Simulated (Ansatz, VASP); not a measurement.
# One calculation of Co, two programs

File INCAR:

```
SYSTEM = Co
ALGO = Normal
EDIFF = 1E-6
ENCUT = 520
GGA = PE
ISIF = 2
ISMEAR = -1
ISPIN = 2
LASPH = .True.
LCHARG = .True.
LELF = .True.
LMAXMIX = 4
LORBIT = 11
LREAL = .False.
LVHAR = .True.
LWAVE = .False.
MAGMOM = 3 3
NBANDS = 20
NELM = 150
PREC = Accurate
SIGMA = 0.05
```

File KPOINTS:

```
k-points
0
Gamma
  12 6 12
  0 0 0
```

Contents of POSCAR:

```
Co
1.0
    0.0000000000      1.7917000000      1.7917000000
    3.5834000000      0.0000000000      3.5834000000
    1.7917000000      1.7917000000      0.0000000000
Co
2
Direct
    0.0000000000      0.0000000000      0.0000000000
    0.0000000000      0.5000000000      0.0000000000
```

Input for Ansatz:

```yaml
crystal:
  lattice:
    - [0.0, 1.7917, 1.7917]
    - [3.5834, 0.0, 3.5834]
    - [1.7917, 1.7917, 0.0]
  atoms:
    - { symbol: Co, position: [0.0, 0.0, 0.0], spin: 3.0 }
    - { symbol: Co, position: [0.0, 0.5, 0.0], spin: 3.0 }
magnetization:
  spin_polarized: true
hamiltonian:
  xc: pbe
  pseudopotentials: { kind: paw }
basis:
  ecutwfc: 420
kpoints:
  mp_grid: { grid: [12, 6, 12] }
scf:
  occupations: { method: fermi_dirac, width: 0.05 }
  lower_state_search: "off"
output:
  forces: true
  stress: true
  write_density: true
  write_potential: true
  elf: true
  volumetric_format: npy
```

Alike in both runs: task single point; functional PBE; k mesh 12 × 6 × 12; occupations fermi-dirac, width 0.05 eV; collinear spin.

|  | VASP | Ansatz |
| --- | --- | --- |
| version | VASP 6.6.1 | Ansatz 0.2.0 |
| potentials or method | VASP PAW PBE potentials, release 64 (Co), cutoff 520 eV | PAW, plane waves, scalar-relativistic |
| valence electrons in the cell | 18 | 34 |

|  | VASP | Ansatz | Ansatz less VASP |
| --- | --- | --- | --- |
| pressure (GPa) | -9.6 | -9.2 | +0.38 |
| net moment per atom (μB) | 1.71 | 1.72 | +0.005 |
| size of the moment on the site where the two differ most (μB) | 1.74 | 1.79 | +0.052 |

Site moments also hang on the region over which each program counts them. VASP's potentials hold 18 valence electrons a cell and Ansatz's 34, so a difference there can come from the potentials and not from the codes.
